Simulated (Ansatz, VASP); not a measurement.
**One calculation of LiH, two programs**

```
Li H
1.0
     3.25583    0.00000    0.00000
    -1.62791    2.81963    0.00000
     0.00000    0.00000    4.06844
Li H
2 2
Direct
  0.33333 0.66667 0.93749
  0.66667 0.33333 0.43749
  0.33333 0.66667 0.43751
  0.66667 0.33333 0.93751
```

Alike in both runs: task single point; functional PBE0; k mesh 6 × 6 × 4; no spin polarisation.

|  | VASP | Ansatz |
| --- | --- | --- |
| version | VASP 6.6.1 | Ansatz 0.2.0 |
| potentials or method | VASP PAW PBE potentials, release 64 (Li_sv, H) | plane waves, PAW |
| plane-wave cutoff (eV) | 520 | 420 |
| occupations | gaussian, width 0.01 eV | fixed |
| valence electrons in the cell | 8 | 8 |

```tsv
	VASP	Ansatz	Ansatz less VASP
gap on the k mesh at the Fermi level (eV)	3.44	3.43	-0.017
```

Ansatz's warnings: stress exchange threshold loose, stress scf threshold loose, structure snapped to symmetry.

Noted on VASP's run: the cutoff is under 1.25 times that of the potentials, so the pressure is a little rough.
